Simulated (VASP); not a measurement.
# SnO (P1) in VASP: single point with revPBE

Aim: the single point of SnO with revPBE.

All numbers are computed with VASP 6.6.1; they aren't measurements. Logs are shortened: lines on timing, memory, paths and dates and some standing lists are left out, and cuts for length are marked.

**1. The cell of the first run**

The typed cell holds 4 atoms: a = 3.905 Å, b = 3.877 Å, c = 4.887 Å, α = 89.44°, β = 90.25°, γ = 90.89°.

**2. Single point, revPBE**

The input, POSCAR:

```
SnO
1.0
    3.9043960000     -0.0302500000     -0.0083740000
   -0.0302500000      3.8767070000      0.0189410000
   -0.0106510000      0.0240920000      4.8870280000
Sn O
2 2
Direct
    0.9975030000      0.5106940000      0.2371820000
    0.5134940000      0.0075950000      0.7618720000
    0.9765970000      0.0105940000      0.9922990000
    0.5143950000      0.4674510000      0.0111110000
```

The input, INCAR.step1:

```
ALGO     = Normal         # electronic algorithm
EDIFF    = 1E-7           # SCF threshold, eV
ENCUT    = 520            # plane-wave cutoff, eV
GGA      = RE             # functional
ISIF     = 2              # what is computed and relaxed
ISMEAR   = -1             # smearing method
LASPH    = T              # aspherical terms in the spheres
LCHARG   = T              # write CHGCAR
LREAL    = F              # projectors in reciprocal space
LWAVE    = F              # write WAVECAR
NBANDS   = 28             # bands
NELM     = 60             # most SCF steps
PREC     = Accurate       # precision mode
SIGMA    = 0.0733         # smearing width, eV
```

The input, KPOINTS.step1:

```
Automatic mesh
0
Gamma
  5 5 4
  0 0.5 0.5
```

The input, INCAR.step2:

```
ALGO     = Normal         # electronic algorithm
EDIFF    = 1E-7           # SCF threshold, eV
ENCUT    = 520            # plane-wave cutoff, eV
GGA      = RE             # functional
ICHARG   = 11             # starting density
ISIF     = 2              # what is computed and relaxed
ISMEAR   = -5             # smearing method
LASPH    = T              # aspherical terms in the spheres
LCHARG   = F              # write CHGCAR
LORBIT   = 11             # projections on sites
LREAL    = F              # projectors in reciprocal space
LWAVE    = F              # write WAVECAR
NBANDS   = 28             # bands
NEDOS    = 2001           # points of the DOS
NELM     = 60             # most SCF steps
PREC     = Accurate       # precision mode
SIGMA    = 0.0733         # smearing width, eV
```

The input, KPOINTS.step2:

```
k-points
0
Gamma
  8 8 6
```

Potentials or basis: VASP PAW PBE potentials, release 64 (Sn_d, O).

On the command line:

```sh
$ cat potpaw_PBE.64/Sn_d/POTCAR potpaw_PBE.64/O/POTCAR > POTCAR
$ cp INCAR.step1 INCAR
$ cp KPOINTS.step1 KPOINTS
$ mpirun -np 1 vasp_std > vasp.out
$ cp INCAR.step2 INCAR
$ cp KPOINTS.step2 KPOINTS
$ mpirun -np 1 vasp_std > vasp.out
```

OUTCAR:

```text
EDIFF = 1E-7
   ENCUT = 520
   GGA = RE
   ICHARG = 11
   ISIF = 2
   ISMEAR = -5
   LASPH = T
   LORBIT = 11
   LREAL = F
   NELM = 60
   PREC = Accurate

 ion  position               nearest neighbor table
   1  0.998  0.511  0.237-   4 2.19   3 2.27   3 2.29   4 2.31   2 3.56   2 3.56   2 3.61   2 3.68
                             2 3.71   2 3.76
   2  0.513  0.008  0.762-   3 2.13   4 2.17   3 2.38   4 2.41   1 3.56   1 3.56   1 3.61   1 3.68
                             1 3.71   1 3.76
   3  0.977  0.011  0.992-   2 2.13   1 2.27   1 2.29   2 2.38
   4  0.514  0.467  0.011-   2 2.17   1 2.19   1 2.31   2 2.41

  LATTYP: Found a triclinic cell.
 ALAT       =     3.9045221617
 B/A-ratio  =     1.5986589017
 C/A-ratio  =     0.9929182440
 COS(alpha) =     0.0020352532
 COS(beta)  =     0.0155600083
 COS(gamma) =     0.6221089771

  Lattice vectors:

 A1 = (   3.9043960000,  -0.0302500000,  -0.0083740000)
 A2 = (   3.8937450000,  -0.0061580000,   4.8786540000)
 A3 = (   0.0302500000,  -3.8767070000,  -0.0189410000)

Analysis of symmetry for initial positions (statically):
=====================================================================
 Subroutine PRICEL returns:
 Original cell was already a primitive cell.

 Routine SETGRP: Setting up the symmetry group for a
 triclinic supercell.

 Subroutine GETGRP returns: Found  1 space group operations
 (whereof  1 operations were pure point group operations)
 out of a pool of  2 trial point group operations.

The static configuration has the point symmetry C_1 .

Analysis of symmetry for dynamics (positions and initial velocities):
=====================================================================
 Subroutine PRICEL returns:
 Original cell was already a primitive cell.

 Routine SETGRP: Setting up the symmetry group for a
 triclinic supercell.

 Subroutine GETGRP returns: Found  1 space group operations
 (whereof  1 operations were pure point group operations)
 out of a pool of  2 trial point group operations.

The dynamic configuration has the point symmetry C_1 .

 Subroutine INISYM returns: Found  1 space group operations
 (whereof  1 operations are pure point group operations),
 and found     1 'primitive' translations

----------------------------------------------------------------------------------------

                                     Primitive cell

  volume of cell :      73.9644

  direct lattice vectors                    reciprocal lattice vectors
     3.904396000 -0.030250000 -0.008374000     0.256138202  0.001995971  0.000548399
    -0.030250000  3.876707000  0.018941000     0.001995971  0.257972652 -0.001267400
    -0.010651000  0.024092000  4.887028000     0.000431161 -0.000996423  0.204629193

  length of vectors
     3.904522162  3.876871289  4.887098990     0.256146566  0.257983486  0.204632074

  position of ions in fractional coordinates (direct lattice)
     0.997503000  0.510694000  0.237182000
     0.513494000  0.007595000  0.761872000
     0.976597000  0.010594000  0.992299000
     0.514395000  0.467451000  0.011111000

  ion indices of the primitive-cell ions
   primitive index   ion index
                 1           1
                 2           2
                 3           3
                 4           4

----------------------------------------------------------------------------------------

 KPOINTS: k-points

Automatic generation of k-mesh.
 Grid dimensions read from file:
 generate k-points for:    8    8    6

 Generating k-lattice:

  Cartesian coordinates                     Fractional coordinates (reciprocal lattice)
     0.032017275  0.000249496  0.000068550     0.125000000 -0.000000000  0.000000000
     0.000249496  0.032246581 -0.000158425    -0.000000000  0.125000000  0.000000000
     0.000071860 -0.000166070  0.034104866    -0.000000000 -0.000000000  0.166666667

  Length of vectors
     0.032018321  0.032247936  0.034105346

  Shift w.r.t. Gamma in fractional coordinates (k-lattice)
     0.000000000  0.000000000  0.000000000

 TETIRR: Found   1152 inequivalent tetrahedra from     2304

 Subroutine IBZKPT returns following result:
 ===========================================

 Found    196 irreducible k-points:

 Following reciprocal coordinates:
            Coordinates               Weight
  0.000000  0.000000  0.000000      1.000000
  0.125000  0.000000  0.000000      2.000000
  0.250000  0.000000  0.000000      2.000000
  0.375000 -0.000000 -0.000000      2.000000
  0.500000  0.000000  0.000000      1.000000
  0.000000  0.125000  0.000000      2.000000
[... 16 lines left out ...]
  0.125000  0.375000  0.000000      2.000000
  0.250000  0.375000  0.000000      2.000000
 [... further k-points ...]
   k-points           NKPTS =    196   k-points in BZ     NKDIM =    196   number of bands    NBANDS=     28
   number of dos      NEDOS =   2001   number of ions     NIONS =      4
   total plane-waves  NPLWV =  32400
   dimension x,y,z NGX =    30 NGY =   30 NGZ =   36
   dimension x,y,z NGXF=    60 NGYF=   60 NGZF=   72
   ions per type =               2   2
   NGX,Y,Z   is equivalent  to a cutoff of  12.77, 12.86, 12.25 a.u.
   NGXF,Y,Z  is equivalent  to a cutoff of  25.55, 25.73, 24.49 a.u.
 SYSTEM =  unknown system
   PREC   = accura    normal or accurate (medium, high low for compatibility)
   ISTART =      0    job   : 0-new  1-cont  2-samecut
   ICHARG =     11    charge: 1-file 2-atom 10-const
   ISPIN  =      1    spin polarized calculation?
   LNONCOLLINEAR =      F non collinear calculations
   LSORBIT =      F    spin-orbit coupling
   LASPH  =      T    aspherical Exc in radial PAW
   ENCUT  =  520.0 eV  38.22 Ry    6.18 a.u.   7.26  7.21  9.09*2*pi/ulx,y,z
   NELM   =     60;   NELMIN=  2; NELMDL=  0     # of ELM steps
   EDIFF  = 0.1E-06   stopping-criterion for ELM
   LREAL  =      F    real-space projection
   EDIFFG = 0.1E-05   stopping-criterion for IOM
   NSW    =      0    number of steps for IOM
   IBRION =     -1    ionic relax: 0-MD 1-quasi-New 2-CG
   NFREE  =      0    steps in history (QN), initial steepest desc. (CG)
   ISIF   =      2    stress and relaxation
   ISYM   =      2    0-nonsym 1-usesym 2-fastsym
   POTIM  = 0.5000    time-step for ionic-motion
   TEBEG  =    0.0;   TEEND  =   0.0 temperature during run
   PSTRESS=    0.0 pullay stress
   NELECT =      40.0000    total number of electrons
   NUPDOWN=      -1.0000    fix difference up-down
   EMIN   =  10.00;   EMAX   =-10.00  energy-range for DOS
   EFERMI =   0.00;   METHOD = LEGACY
   ISMEAR =    -5;   SIGMA  =   0.07  broadening in eV -4-tet -1-fermi 0-gaus
   EFERMI_NEDOS =   21; number of points for ismear=-14 and -15
   IALGO  =     38    algorithm
   IMIX   =      4    mixing-type and parameters
     AMIX     =   0.40;   BMIX     =  1.00
     AMIX_MAG =   1.60;   BMIX_MAG =  1.00
  volume/ion in A,a.u.               =      18.49       124.78
  Fermi-wavevector in a.u.,A,eV,Ry     =   1.333789  2.520496 24.204674  1.778993
  Thomas-Fermi vector in A             =   2.462620
   LORBIT       =     11    0 simple, 1 ext, 2 COOP (PROOUT), +10 PAW based schemes
   GGA     = RE    functional components
   LHFCALC =     F    Hartree Fock is set to
   AEXX    =    0.0000 exact exchange contribution
   IVDW    =     0    specifies the selected vdW correction
   LEPSILON=     F    determine dielectric tensor
   LRPA    =     F    only Hartree local field effects (RPA)
 non-spin polarized calculation
 Fermi weights with tetrahedron method with Bloechl corrections
  energy-cutoff  :      520.00
  volume of cell :       73.96
 maximum number of plane-waves:      2012
 NGX is ok and might be reduce to    30

 number of electron      40.0000007 magnetization

 Free energy of the ion-electron system (eV)
  ---------------------------------------------------
  ext. energy  EPLUGINS =         0.00000000
  ---------------------------------------------------
  free energy    TOTEN  =       -21.22955893 eV

  energy without entropy =      -21.22955893  energy(sigma->0) =      -21.22955893

 E-fermi :   6.4729     XC(G=0):  -9.8455

 val. band max:        6.4654916709   @ k =   0.0000   0.0000   0.0000
 cond. band min:       6.7620865086   @ k =   0.5000   0.5000   0.0000
 fundamental gap:      0.2965948377
 Fermi energy:         6.4728965767

 k-point     1 :       0.0000    0.0000    0.0000
  band No.  band energies     occupation
      1     -15.3300      2.00000
      2     -15.0345      2.00000
      3     -14.9837      2.00000
      4     -14.9640      2.00000
      5     -14.9394      2.00000
      6     -14.9335      2.00000
[... 20 lines left out ...]
     27      13.3941      0.00000
     28      13.8165      0.00000

 k-point     2 :       0.1250    0.0000    0.0000
  band No.  band energies     occupation
      1     -15.3213      2.00000
      2     -15.0383      2.00000
      3     -14.9811      2.00000
      4     -14.9600      2.00000
      5     -14.9456      2.00000
      6     -14.9318      2.00000
[... 20 lines left out ...]
     27      13.4792      0.00000
     28      14.8652      0.00000

 k-point     3 :       0.2500    0.0000    0.0000
  band No.  band energies     occupation
      1     -15.2975      2.00000
      2     -15.0695      2.00000
      3     -14.9779      2.00000
      4     -14.9609      2.00000
      5     -14.9516      2.00000
      6     -14.9313      2.00000
[... 20 lines left out ...]
     27      13.7325      0.00000
     28      16.6787      0.00000

 k-point     4 :       0.3750   -0.0000   -0.0000
  band No.  band energies     occupation
      1     -15.2606      2.00000
      2     -15.1381      2.00000
      3     -14.9756      2.00000
      4     -14.9592      2.00000
      5     -14.9469      2.00000
      6     -14.9315      2.00000
[... 578 lines left out ...]
     27      14.2783      0.00000
     28      16.2819      0.00000

 k-point    23 :       0.1250    0.3750    0.0000
  band No.  band energies     occupation
      1     -15.2748      2.00000
      2     -15.1685      2.00000
      3     -14.9691      2.00000
      4     -14.9647      2.00000
      5     -14.9474      2.00000
      6     -14.9385      2.00000
[... 20 lines left out ...]
     27      14.8824      0.00000
     28      15.1890      0.00000

 k-point    24 :       0.2500    0.3750    0.0000
  band No.  band energies     occupation
      1     -15.2756      2.00000
      2     -15.2014      2.00000
      3     -14.9636      2.00000
      4     -14.9597      2.00000
      5     -14.9478      2.00000
      6     -14.9393      2.00000
[... 20 lines left out ...]
     27      13.9822      0.00000
     28      15.0010      0.00000

 [... further k-points ...]

------------------------ aborting loop because EDIFF is reached ----------------------------------------

  FORCE on cell =-STRESS in cart. coord.  units (eV):
  Direction    XX          YY          ZZ          XY          YZ          ZX
  --------------------------------------------------------------------------------------
  -------------------------------------------------------------------------------------
  Total        1.7083966      0.5648800      1.0539860      0.1474460      0.1912098      0.8687306
  in kB       37.0063540     12.2361221     22.8308692      3.1938947      4.1418820     18.8179670
  external PRESSURE =      24.0244485 kB  Pullay stress =       0.0000000 kB

 VOLUME and BASIS-vectors are now :
 -----------------------------------------------------------------------------
  energy-cutoff  :      520.00
  volume of cell :       73.96
      direct lattice vectors                 reciprocal lattice vectors
     3.904396000 -0.030250000 -0.008374000     0.256138202  0.001995971  0.000548399
    -0.030250000  3.876707000  0.018941000     0.001995971  0.257972652 -0.001267400
    -0.010651000  0.024092000  4.887028000     0.000431161 -0.000996423  0.204629193

 POSITION                                       TOTAL-FORCE (eV/Angst)
 -----------------------------------------------------------------------------------
      3.87667      1.95535      1.16044         0.175209     -0.193922     -0.007526
      1.99654      0.03227      3.71913        -0.475801     -0.182114     -0.162396
      3.80213      0.03543      4.84142         1.090865     -0.613156      0.351709
      1.99414      1.79688      0.05885        -0.790273      0.989192     -0.181787
 -----------------------------------------------------------------------------------
    total drift:                               -0.000497     -0.000094      0.000027

  FREE ENERGIE OF THE ION-ELECTRON SYSTEM (eV)
  ---------------------------------------------------
  free  energy   TOTEN  =       -21.2295589275 eV

  energy  without entropy=      -21.2295589275  energy(sigma->0) =      -21.22955893

 total charge

# of ion       s       p       d       tot
------------------------------------------
    1        1.268   0.753  10.058  12.079
    2        1.269   0.771  10.064  12.104
    3        1.581   3.423   0.000   5.004
    4        1.580   3.422   0.000   5.002
--------------------------------------------------
tot          5.698   8.369  20.122  34.189
```

It took 7 min on 1 thread of AMD EPYC 7R43 (Zen 3), shared host; peak memory 0.38 GiB.

Results:

| Quantity | Value |
| --- | --- |
| Valence electrons inside the program's atomic spheres | Sn 12.08, 12.10; O 5.00 |

Caveat: the PAW data sets were made with another functional, which shifts forces and pressure a little; spin-orbit coupling is left out, which moves the levels of the heavy elements.
